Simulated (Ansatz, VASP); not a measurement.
# Rb: VASP beside Ansatz

The input INCAR:

```
  PREC = Accurate
  ENCUT = 520
  EDIFF = 1E-7
  ISMEAR = 0
  SIGMA = 0.1
  LREAL = F
  LASPH = T
  NELM = 80
  ALGO = Fast
  ISIF = 2
  LWAVE = F
  LCHARG = F
  GGA = PE
  NBANDS = 26
```

KPOINTS

```
Automatic mesh
0
Gamma
  8 6 6
```

File POSCAR:

```
Rb
1.0
    5.0269895435      0.0000000000      0.0000000000
    0.0000000000      8.8056405098      0.0000000000
    0.0000000000      0.0000000000      8.2095129904
Rb
4
Direct
    0.0000000000      0.1633368639      0.2500000000
    0.5000000000      0.3366631361      0.7500000000
    0.5000000000      0.6633368639      0.2500000000
    0.0000000000      0.8366631361      0.7500000000
```

Input for Ansatz:

```yaml
crystal:
  lattice:
    - [5.0269895435, 0.0, 0.0]
    - [0.0, 8.8056405098, 0.0]
    - [0.0, 0.0, 8.2095129904]
  atoms:
    - { symbol: Rb, position: [0.0, 0.1633368639, 0.25] }
    - { symbol: Rb, position: [0.5, 0.3366631361, 0.75] }
    - { symbol: Rb, position: [0.5, 0.6633368639, 0.25] }
    - { symbol: Rb, position: [0.0, 0.8366631361, 0.75] }
basis:
  ecutwfc: 420
kpoints:
  mp_grid: { grid: [8, 6, 6] }
hamiltonian:
  xc: pbe
scf:
  occupations: { method: gaussian, width: 0.1 }
output:
  forces: true
  stress: true
  eigenvalues: true
```

Alike in both runs: task single point; functional PBE; k mesh 8 × 6 × 6; occupations gaussian, width 0.1 eV; no spin polarisation.

```csv
,VASP,Ansatz
version,VASP 6.6.1,Ansatz 0.2.0
potentials or method,"VASP PAW PBE potentials, release 64 (Rb_sv), cutoff 520 eV","scalar-relativistic, plane waves, PAW"
valence electrons in the cell,36,36
```

```tsv
	VASP	Ansatz	Ansatz less VASP
gap on the k mesh at the Fermi level (eV)	none	none	-
pressure (GPa)	0.0	0.0	0.00
```

A gap of «none» marks a metal or a gap that the smearing closes. With one functional, cell and mesh, what is left measures potentials, basis and numerics.
